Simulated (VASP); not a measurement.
Runs of VASP 6.6.1 on Si3Ge. The structure is that of space group P6/mmm (No. 191), or close to it. The cells are those of the table. 

| task | cell | k mesh | cutoff (eV) | k mesh for the DOS | occupations for the DOS | gap on the mesh (eV) | pressure (GPa) | largest force (eV/Å) |
| --- | --- | --- | --- | --- | --- | --- | --- | --- |
| single point | a = 2.693, b = 2.693, c = 10.272 Å, angles 90.0, 90.0, 120.0°, 4 atoms | 9 × 9 × 2 | 520 | - | - | none | 0.0 | 0.01 |
| relaxation of cell and atoms | relaxed from a = 2.693, b = 2.693, c = 10.272 Å, angles 90.0, 90.0, 120.0°, 4 atoms | 21 × 21 × 6 | 600 | - | - | - | 0.1 | - |
| single point | a = 2.715, b = 2.715, c = 10.111 Å, angles 90.0, 90.0, 120.0°, 4 atoms | 21 × 21 × 6 | 520 | - | - | none | 0.0 | - |
| single point | a = 3.209, b = 3.209, c = 7.576 Å, angles 90.0, 90.0, 120.0°, 4 atoms | 6 × 6 × 2 | 500 | - | - | none | (a) | 32.99 |

Alike in all rows: level PBE; potentials or basis VASP PAW PBE potentials, release 64 (Si, Ge_d); no spin polarisation; smearing gaussian 0.1 eV.

Question: Estimate the missing entries.

Answer: (a) 89.0.

Caveats: some runs use coarse meshes; the bands computed are all filled at some k points, so no gap is given (some runs); forces of over 1 eV/Å act on the atoms, so gaps and moduli don't describe the material at rest (some runs).

A k mesh can miss the band edges, and the runs leave out spin-orbit coupling on Ge.

A gap of «none» marks levels without a gap at the run's occupations.
